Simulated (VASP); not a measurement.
Crystal: Ta.

```
CELL_PARAMETERS angstrom
0.00000 2.08591 2.08591
2.08591 0.00000 2.08591
2.08591 2.08591 0.00000
ATOMIC_POSITIONS crystal
Ta 0.00000 0.00000 0.00000
```

This isn't the form of Ta at room conditions, which is bcc.

```yaml
Program: VASP 6.6.1
Task: relaxation of cell and atoms
Functional: PBE
Potentials_or_basis: VASP PAW PBE potentials, release 64 (Ta_pv)
Cutoff: 600 eV
k_mesh: 8 × 8 × 8
Occupations: gaussian, width 0.1 eV
Spin: no spin polarisation
```

At the start: pressure 9.0 GPa; volume 18.15 Å³/atom.

Problem. How do energy, volume and symmetry change on relaxing?

Solution. Over 3 steps the energy falls by 22.3 meV/atom and the volume is 18.99 Å³/atom (+4.6 %); space group Fm-3m (No. 225, to 0.1 Å) before and after.

Step by step:
```csv
step,energy change (eV),largest force (eV/Å),pressure (GPa),volume (Å³)
1,0.0000,0.0000,9.03,18.15
2,0.0874,0.0000,-16.21,20.97
3,-0.0223,0.0000,-0.26,18.99
```

Final structure:
```xyz
1
Lattice="0.0000 2.1177 2.1177 2.1177 0.0000 2.1177 2.1177 2.1177 0.0000" Properties=species:S:1:pos:R:3 pbc="T T T"
Ta    0.0000    0.0000    0.0000
```
